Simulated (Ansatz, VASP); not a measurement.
One calculation of Ge, two programs

INCAR

```
ALGO = Normal
DIPOL = 0.5 0.5 0.500
EDIFF = 1E-6
ENCUT = 520
GGA = CA
IDIPOL = 3
ISIF = 2
ISMEAR = 0
LASPH = True
LCHARG = False
LDIPOL = True
LREAL = False
LWAVE = False
NBANDS = 21
NELM = 100
PREC = Accurate
SIGMA = 0.1
```

The input KPOINTS:

```
k-points
0
Gamma
  12 12 1
```

The input POSCAR:

```
Ge
1.0
    3.7040000000      0.0000000000      0.0000000000
   -1.8520000000      3.2077580956      0.0000000000
    0.0000000000      0.0000000000     28.0000000000
Ge
2
Direct
    0.3333333333      0.6666666667      0.5025535714
    0.6666666667      0.3333333333      0.4974464286
```

Input for Ansatz:

```yaml
crystal:
  lattice:
    - [3.704, 0.0, 0.0]
    - [-1.852, 3.2077580956, 0.0]
    - [0.0, 0.0, 28.0]
  atoms:
    - { symbol: Ge, position: [0.3333333333, 0.6666666667, 0.5025535714] }
    - { symbol: Ge, position: [0.6666666667, 0.3333333333, 0.4974464286] }
  periodic: [true, true, false]
basis:
  ecutwfc: 420
kpoints:
  mp_grid: { grid: [12, 12, 1] }
hamiltonian:
  xc: lda
  pseudopotentials: { kind: paw, azcp: { folder: soft_1 } }
scf:
  occupations: { method: gaussian, width: 0.1 }
output:
  forces: true
  stress: true
  eigenvalues: true
```

Alike in both runs: task single point; functional LDA; k mesh 12 × 12 × 1; occupations gaussian, width 0.1 eV; no spin polarisation.

|  | VASP | Ansatz |
| --- | --- | --- |
| version | VASP 6.6.1 | Ansatz 0.2.0 |
| potentials or method | VASP PAW LDA potentials, release 64 (Ge_d), cutoff 520 eV | scalar-relativistic, plane waves, PAW |
| valence electrons in the cell | 28 | 28 |

```csv
,VASP,Ansatz,Ansatz less VASP
gap on the k mesh at the Fermi level (eV),none,none,-
rms of the force components (eV/Å),0.309,0.309,-0.0001
```

Ansatz warns that its potentials were made for another functional, while VASP's fit it. LDA's correlation is that of Perdew and Zunger in VASP and of Perdew and Wang (1992) in Ansatz. Atom by atom the forces differ by 0.000 eV/Å (rms over components). A gap of «none» marks a metal or a gap that the smearing closes.
